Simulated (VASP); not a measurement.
MgO: single point with r2SCAN

Crystal: MgO.

```
CELL_PARAMETERS angstrom
3.59097 0.00000 0.00000
-1.79548 3.10987 0.00000
0.00000 0.00000 3.93820
ATOMIC_POSITIONS crystal
Mg 0.66667 0.33333 0.75000
Mg 0.33333 0.66667 0.25000
O 0.66667 0.33333 0.25000
O 0.33333 0.66667 0.75000
```

```yaml
Program: VASP 6.6.1
Task: single point
Functional: r2SCAN
Potentials_or_basis: VASP PAW PBE potentials, release 64 (Mg, O)
Cutoff: 520 eV
k_mesh: 6 × 6 × 6
Occupations: fermi-dirac, width 0.02 eV
Spin: no spin polarisation
Dipole_correction: no
Further_INCAR_settings: ALGO = Normal; EDIFF = 1e-06; NBANDS = 16
```

The pressure is 2.4 GPa. The band gap on the k mesh is 4.16 eV, direct.

Stress tensor (GPa, compression positive):
```
-4.44  0.00  0.00
 0.00 -4.44  0.00
 0.00  0.00 16.22
```

Levels at points of the mesh, in eV from the valence-band top:
| k point | band 6 | band 7 | band 8 | band 9 | band 10 | band 11 |
| --- | --- | --- | --- | --- | --- | --- |
| (0.00, 0.00, 0.00) | -0.59 | -0.59 | 0.00 | 4.16 | 10.96 | 13.05 |
| (0.50, 0.00, 0.00) | -1.53 | -1.20 | -0.19 | 7.57 | 10.27 | 11.48 |
| (0.00, 0.00, 0.50) | -1.21 | -1.21 | -1.21 | 7.32 | 7.32 | 13.42 |
| (0.50, 0.00, 0.50) | -1.44 | -0.64 | -0.64 | 8.19 | 8.19 | 13.21 |

It took 66 s on 1 thread of Intel Xeon 6975P-C (shared host), peak memory 0.17 GiB.

Caveat: the PAW data sets were made with another functional, which shifts forces and pressure a little. r2SCAN opens gaps a little over a GGA but as a rule still falls short of measured ones.
